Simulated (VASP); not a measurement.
Crystal: PtS2.

```xyz
3
Lattice="3.5432 0.0000 0.0000 -1.7716 3.0685 0.0000 0.0000 0.0000 5.0388" Properties=species:S:1:pos:R:3 pbc="T T T"
Pt    0.0000    0.0000    0.0000
S     1.7716    1.0228    3.8950
S     0.0000    2.0457    1.1438
```

Base run:

| Quantity | Value |
| --- | --- |
| Program | VASP 6.6.1 |
| Functional | PBE |
| Potentials or basis | VASP PAW PBE potentials, release 64 (Pt, S) |
| Cutoff | 520 eV |
| k mesh | 9 × 9 × 5 |
| Occupations | fermi-dirac, width 0.05 eV |
| Spin | no spin polarisation |
| Hubbard terms | Pt d U = 1.0 eV |

Its results: band gap on the k mesh 1.03 eV (least direct gap 1.08 eV); pressure 10.4 GPa; largest force 1.161 eV/Å.

The run is repeated on the same cell with these changes: hubbard terms from Pt d U = 1.0 eV to Pt d U = 8.0 eV. What comes out?

Band gap on the k mesh 0.70 eV (least direct gap 0.90 eV); pressure 2.8 GPa; largest force 0.512 eV/Å.

Caveats: spin-orbit coupling is left out, which moves the levels of the heavy elements; the cell stands under pressure (at least some runs); forces of over 1 eV/Å act on the atoms, so gaps and moduli don't describe the material at rest (at least some runs).

A k mesh can miss the band edges.
